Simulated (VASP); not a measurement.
# Ta4N5 (I4/m) in VASP: a series of runs, part 2 of 2

VASP 6.6.1. The steps go on from the part before.

### 4 Relaxation of cell and atoms, PBEsol, target pressure -1 GPa, at which the enthalpy is minimised

This run uses another cell than the first one, of 11.12 Å³/atom.

INCAR

```
SYSTEM = Ta4N5
ALGO = Fast ; EDIFF = 1E-6
EDIFFG = -0.008 ; ENCUT = 600
GGA = PS ; IBRION = 2
ISIF = 3 ; ISMEAR = 0
LASPH = .True. ; LCHARG = .False.
LREAL = .False. ; LWAVE = .False.
NELM = 80 ; NSW = 70
PREC = Accurate ; PSTRESS = -10.0
SIGMA = 0.1
```

KPOINTS

```
k-points
0
Gamma
  10 10 10
  0 0 0
```

POSCAR

```
Ta4N5
1.0
   -3.4239466139      3.4239466139      2.1338355740
    3.4239466139     -3.4239466139      2.1338355740
    3.4239466139      3.4239466139     -2.1338355740
Ta N
4 5
Direct
    0.7843847855      0.6048724996      0.3892572850
    0.3951275004      0.7843847855      0.1795122859
    0.6048724996      0.2156152145      0.8204877141
    0.2156152145      0.3951275004      0.6107427150
    0.5000000000      0.5000000000      0.0000000000
    0.9081725663      0.3059167653      0.2140893317
    0.6940832347      0.9081725663      0.6022558010
    0.3059167653      0.0918274337      0.3977441990
    0.0918274337      0.6940832347      0.7859106683
```

Potentials or basis: VASP PAW PBE potentials, release 64 (Ta_pv, N).

The run is started by

```console
$ cat potpaw_PBE.64/Ta_pv/POTCAR potpaw_PBE.64/N/POTCAR > POTCAR
$ mpirun -np 1 vasp_std > vasp.out
```

OUTCAR:

```text
SYSTEM = Ta4N5
   EDIFF = 1E-6
   EDIFFG = -0.008
   ENCUT = 600
   GGA = PS
   IBRION = 2
   ISIF = 3
   ISMEAR = 0
   LASPH = .True.
   LREAL = .False.
   NELM = 80
   NSW = 70
   PREC = Accurate
   PSTRESS = -10.0

 ion  position               nearest neighbor table
   1  0.784  0.605  0.389-   5 2.08   8 2.14   8 2.14   7 2.17   9 2.19   6 2.22   3 2.94   2 2.94
                             4 2.95   4 2.95   2 3.15   2 3.15   3 3.15   3 3.15   4 3.28
   2  0.395  0.784  0.180-   5 2.08   6 2.14   6 2.14   9 2.17   8 2.19   7 2.22   4 2.94   1 2.94
                             3 2.95   3 2.95   1 3.15   1 3.15   4 3.15   4 3.15   3 3.28
   3  0.605  0.216  0.820-   5 2.08   9 2.14   9 2.14   6 2.17   7 2.19   8 2.22   1 2.94   4 2.94
                             2 2.95   2 2.95   4 3.15   4 3.15   1 3.15   1 3.15   2 3.28
   4  0.216  0.395  0.611-   5 2.08   7 2.14   7 2.14   8 2.17   6 2.19   9 2.22   2 2.94   3 2.94
                             1 2.95   1 2.95   3 3.15   3 3.15   2 3.15   2 3.15   1 3.28
   5  0.500  0.500  0.000-   1 2.08   4 2.08   3 2.08   2 2.08
   6  0.908  0.306  0.214-   2 2.14   2 2.14   3 2.17   4 2.19   1 2.22
[... 298 lines left out ...]
  ext. energy  EPLUGINS =         0.00000000
  ---------------------------------------------------
  free energy    TOTEN  =      -104.45952276 eV

  energy without entropy =     -104.45154261  energy(sigma->0) =     -104.45553268

 E-fermi :   7.6146     XC(G=0): -12.8838

 val. band max:        7.6117921893   @ k =   0.5000   0.3000  -0.2000
 cond. band min:       7.6351954199   @ k =  -0.3000   0.2000  -0.1000
 fundamental gap:      0.0234032306
 Fermi energy:         7.6146005303

 k-point     1 :       0.0000    0.0000    0.0000
  band No.  band energies     occupation
      1     -28.4594      2.00000
      2     -28.4499      2.00000
      3     -28.3080      2.00000
      4     -28.3080      2.00000
      5     -28.2999      2.00000
      6     -28.2999      2.00000
[... 1045 lines left out ...]
     40       9.9971      0.00000
     41      10.3174      0.00000

 [... further k-points ...]
[... 5 lines left out ...]
  --------------------------------------------------------------------------------------
  -------------------------------------------------------------------------------------
  Total       -0.6012993     -0.6012993     -0.6544891      0.0000000      0.0000000      0.0000000
  in kB       -9.6729023     -9.6729023    -10.5285479      0.0000001      0.0000000      0.0000000
  external PRESSURE =       0.0418825 kB  Pullay stress =     -10.0000000 kB
[... 28 lines left out ...]
  energy  without entropy=     -104.4515426064  energy(sigma->0) =     -104.45553268

  enthalpy is  TOTEN    =      -105.0811555402 eV   P V=       -0.6216327821

 reached required accuracy - stopping structural energy minimisation
```

OSZICAR:

```text
N       E                     dE             d eps       ncg     rms          rms(c)
DAV:   1     0.722469268564E+03    0.72247E+03   -0.41480E+04 11928   0.195E+03
DAV:   2    -0.632718484649E+02   -0.78574E+03   -0.76995E+03 13762   0.548E+02
DAV:   3    -0.117571257723E+03   -0.54299E+02   -0.53688E+02 14707   0.135E+02
DAV:   4    -0.118765946953E+03   -0.11947E+01   -0.11899E+01 14399   0.201E+01
[... 30 lines left out ...]
RMM:   5    -0.104459507499E+03   -0.76379E-04   -0.84333E-04 12845   0.162E-01    0.909E-02
RMM:   6    -0.104459523405E+03   -0.15906E-04   -0.19961E-04 12263   0.978E-02    0.243E-02
RMM:   7    -0.104459519983E+03    0.34224E-05   -0.87163E-05 12818   0.575E-02    0.107E-02
RMM:   8    -0.104459522302E+03   -0.23192E-05   -0.21034E-05 13317   0.278E-02    0.887E-03
RMM:   9    -0.104459522758E+03   -0.45590E-06   -0.61920E-06 10070   0.135E-02
   3 F= -.10508116E+03 E0= -.10507717E+03  d E =-.236459E-02
```

CONTCAR:

```text
Ta4N5
   1.00000000000000
    -3.4187417830893714    3.4187417833772753    2.1303546104885211
     3.4187417830893714   -3.4187417833772753    2.1303546104885211
     3.4187417833772753    3.4187417830893714   -2.1303546104885211
  Ta              N
     4     5
Direct
     0.7843209300193723    0.6048753190638366    0.3891962489832073
     0.3951246809361633    0.7843209300193723    0.1794456109555357
     0.6048753190638366    0.2156790699806277    0.8205543890444643
     0.2156790699806277    0.3951246809361633    0.6108037510167929
     0.5000000000000000    0.5000000000000000    0.0000000000000000
     0.9081366082508204    0.3059905250443936    0.2141271333952158
     0.6940094749556064    0.9081366082508204    0.6021460832064198
     0.3059905250443936    0.0918633917491795    0.3978539167935802
     0.0918633917491795    0.6940094749556064    0.7858728666047842

  0.00000000E+00  0.00000000E+00  0.00000000E+00
  0.00000000E+00  0.00000000E+00  0.00000000E+00
  0.00000000E+00  0.00000000E+00  0.00000000E+00
  0.00000000E+00  0.00000000E+00  0.00000000E+00
  0.00000000E+00  0.00000000E+00  0.00000000E+00
  0.00000000E+00  0.00000000E+00  0.00000000E+00
  0.00000000E+00  0.00000000E+00  0.00000000E+00
  0.00000000E+00  0.00000000E+00  0.00000000E+00
  0.00000000E+00  0.00000000E+00  0.00000000E+00
```

Run time: 45 min. Hardware: 1 thread of Oxide Virtual Turin-like, shared host; peak memory 0.62 GiB.

Results:

- Free energy: -104.4595 eV
- Relaxed volume: 11.07 Å³/atom
- Relaxed cell: a = 5.283 Å, b = 5.283 Å, c = 5.283 Å, α = 99.36°, β = 99.36°, γ = 132.44°
- Space group after relaxing (to 0.1 Å): I4/m (No. 87)
- Energy change on relaxing (the run minimises the enthalpy): -0.6 meV/atom
- Ionic steps: 3
- Pressure after relaxing: -1.0 GPa
- Largest force after relaxing: 0.006 eV/Å
- Band gap on the k mesh: zero (an odd number of electrons rules out a gap without spin polarisation)

Forces on the atoms (eV/Å):
```
Ta   0.004 -0.005  0.000
Ta  -0.005 -0.004  0.000
Ta   0.005  0.004  0.000
Ta  -0.004  0.005  0.000
N    0.000  0.000  0.000
N    0.005  0.003  0.000
N    0.003 -0.005  0.000
N   -0.003  0.005  0.000
N   -0.005 -0.003  0.000
```

Step by step:
```
step  energy change (eV)  largest force (eV/Å)  pressure (GPa)  volume (Å³)
   1              0.0000                0.0397           -2.57       100.06
   2              0.0015                0.0863            2.94        98.50
   3             -0.0053                0.0065           -1.00        99.60
```

Final structure:
```
Ta N
1.0
    -3.41874    3.41874    2.13035
     3.41874   -3.41874    2.13035
     3.41874    3.41874   -2.13035
Ta N
4 5
Direct
  0.78432 0.60488 0.38920
  0.39512 0.78432 0.17945
  0.60488 0.21568 0.82055
  0.21568 0.39512 0.61080
  0.50000 0.50000 0.00000
  0.90814 0.30599 0.21413
  0.69401 0.90814 0.60215
  0.30599 0.09186 0.39785
  0.09186 0.69401 0.78587
```

Caveat: the cell is relaxed towards a set pressure, so the run minimises the enthalpy, not the energy; the PAW data sets were made with another functional, which shifts forces and pressure a little; spin-orbit coupling is left out, which moves the levels of the heavy elements; an odd number of electrons without spin polarisation forces a metal; a magnetic or distorted state may lie lower.

### 5 Single point, PBEsol

This run uses another cell than the first one, of 10.87 Å³/atom.

INCAR

```
  ALGO = Fast
  EDIFF = 1E-6
  ENCUT = 520
  GGA = PS
  ISIF = 2
  ISMEAR = 0
  LASPH = T
  LCHARG = T
  LELF = T
  LREAL = F
  LVHAR = T
  LWAVE = F
  NBANDS = 44
  NELM = 60
  PREC = Accurate
  SIGMA = 0.1
```

KPOINTS

```
k-points
0
Gamma
  10 10 10
```

POSCAR

```
Ta4N5
1.0
   -3.3973819297      3.3973819297      2.1194830084
    3.3973819297     -3.3973819297      2.1194830084
    3.3973819297      3.3973819297     -2.1194830084
Ta N
4 5
Direct
    0.7847297268      0.6047717204      0.3895014472
    0.3952282796      0.7847297268      0.1799580064
    0.6047717204      0.2152702732      0.8200419936
    0.2152702732      0.3952282796      0.6104985528
    0.5000000000      0.5000000000      0.0000000000
    0.9084048149      0.3049046773      0.2133094921
    0.6950953227      0.9084048149      0.6035001376
    0.3049046773      0.0915951851      0.3964998624
    0.0915951851      0.6950953227      0.7866905079
```

The run is started by

```console
$ cat potpaw_PBE.64/Ta_pv/POTCAR potpaw_PBE.64/N/POTCAR > POTCAR
$ mpirun -np 1 vasp_std > vasp.out
```

Wall time 20 min (1 thread of Oxide Virtual Turin-like, shared host); peak memory 0.54 GiB.

The run converged. Its results:

```
Free energy            : -104.4258 eV
Pressure               : 4.9 GPa
Largest force          : 0.025 eV/Å
Band gap on the k mesh : zero (an odd number of electrons rules out a gap without spin polarisation)
```

Forces in eV/Å, atoms in the order of the input:
```
Ta   0.009  0.001  0.000
Ta   0.001 -0.009  0.000
Ta  -0.001  0.009  0.000
Ta  -0.009 -0.001  0.000
N    0.000  0.000  0.000
N   -0.020  0.014  0.000
N    0.014  0.020  0.000
N   -0.014 -0.020  0.000
N    0.020 -0.014  0.000
```

Levels at points of the mesh, in eV from the Fermi level:
| k point | band 31 | band 32 | band 33 | band 34 | band 35 | band 36 | band 37 | band 38 | band 39 | band 40 |
| --- | --- | --- | --- | --- | --- | --- | --- | --- | --- | --- |
| (0.00, 0.00, 0.00) | -2.56 | -2.56 | -1.37 | -1.37 | -1.05 | 0.57 | 0.82 | 1.09 | 1.09 | 1.63 |
| (0.50, 0.00, 0.00) | -4.27 | -2.99 | -1.19 | 0.55 | 1.11 | 1.55 | 1.85 | 2.03 | 2.03 | 2.52 |
| (0.50, 0.50, 0.00) | -3.43 | -3.13 | -3.03 | -1.70 | -0.50 | 0.37 | 0.64 | 1.67 | 1.67 | 2.06 |
| (0.50, 0.50, 0.50) | -3.51 | -3.51 | -3.29 | -2.05 | -1.79 | -0.59 | -0.59 | 2.65 | 2.84 | 2.84 |

Caveat: the cell stands under pressure; the PAW data sets were made with another functional, which shifts forces and pressure a little; spin-orbit coupling is left out, which moves the levels of the heavy elements; an odd number of electrons without spin polarisation forces a metal; a magnetic or distorted state may lie lower.

### 6 The runs side by side

```tsv
task	cell	cutoff (eV)	gap on the mesh (eV)	pressure (GPa)	largest force (eV/Å)
single point	a = 5.148 Å, angles 99.5, 99.5, 132.2°, 9 atoms, atomic positions A	520	none	26.2	0.03
single point	a = 5.209 Å, angles 99.4, 99.4, 132.3°, 9 atoms, atomic positions B	520	none	13.0	0.03
relaxation of cell and atoms	relaxed to -1 GPa from a = 5.292 Å, angles 99.4, 99.4, 132.4°, 9 atoms, atomic positions C	600	none	-1.0	0.01
single point	a = 5.251 Å, angles 99.4, 99.4, 132.4°, 9 atoms, atomic positions D	520	none	4.9	0.02
```

Alike in all rows: level PBEsol; potentials or basis VASP PAW PBE potentials, release 64 (Ta_pv, N); no spin polarisation; k mesh 10 × 10 × 10; smearing gaussian 0.1 eV.

Caveats: the PAW data sets were made with another functional, which shifts forces and pressure a little; spin-orbit coupling is left out, which moves the levels of the heavy elements; an odd number of electrons without spin polarisation forces a metal; a magnetic or distorted state may lie lower; the cell stands under pressure (at least some runs); the cell is relaxed towards a set pressure, so the run minimises the enthalpy, not the energy (at least some runs).

Total energies depend on the potentials used, so only differences within one code and one set of settings carry meaning.

The gap in the log of VASP goes by the Fermi energy; the results here count the filled bands.